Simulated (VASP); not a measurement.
**AlN: single point with PBE**

The system is AlN.

```
Al N
1.0
     0.00000    2.01887    2.09962
     2.01887    0.00000    2.09962
     2.01887    2.01887    0.00000
Al N
1 1
Cartesian
  0.0000 0.0000 0.0000
  2.0189 2.0189 2.0996
```

This cell differs from its parent crystal: uniaxial z strain +4.0%.

- Program: VASP 6.6.1
- Task: single point
- Functional: PBE
- Potentials or basis: VASP PAW PBE potentials, release 64 (Al, N)
- Cutoff: 520 eV
- k mesh: 6 × 6 × 6
- Occupations: gaussian, width 0.01 eV
- Spin: no spin polarisation
- Dipole correction: no
- Further INCAR settings: ALGO = Normal; EDIFF = 1e-06; NBANDS = 11

The pressure is -3.3 GPa. The band gap on the k mesh is 3.99 eV, indirect (least direct gap 4.98 eV).

Stress tensor (GPa, compression positive):
```
-0.45  0.00  0.00
 0.00 -0.45  0.00
 0.00  0.00 -8.89
```

Levels at points of the mesh, in eV from the valence-band top:
```tsv
k point	band 1	band 2	band 3	band 4	band 5	band 6	band 7	band 8	band 9
(0.00, 0.00, 0.00)	-17.42	-0.27	-0.27	0.00	4.98	11.55	12.07	12.07	16.76
(0.50, 0.00, 0.00)	-14.29	-8.26	-1.27	-1.12	5.69	10.20	10.98	12.57	15.57
(0.50, 0.50, 0.00)	-13.58	-7.43	-2.70	-2.70	4.36	5.43	13.11	16.82	16.82
(0.50, 0.00, 0.50)	-13.26	-7.27	-3.22	-2.72	3.99	5.08	13.61	15.76	17.03
```

Wall time 6.3 s on 1 thread of Intel Xeon 8259CL, on a shared host, peak memory 0.13 GiB.

Caveat: the k points lie up to 0.44 Å⁻¹ apart; the cell differs from its parent crystal (uniaxial z strain +4.0%). A k mesh can miss the band edges.
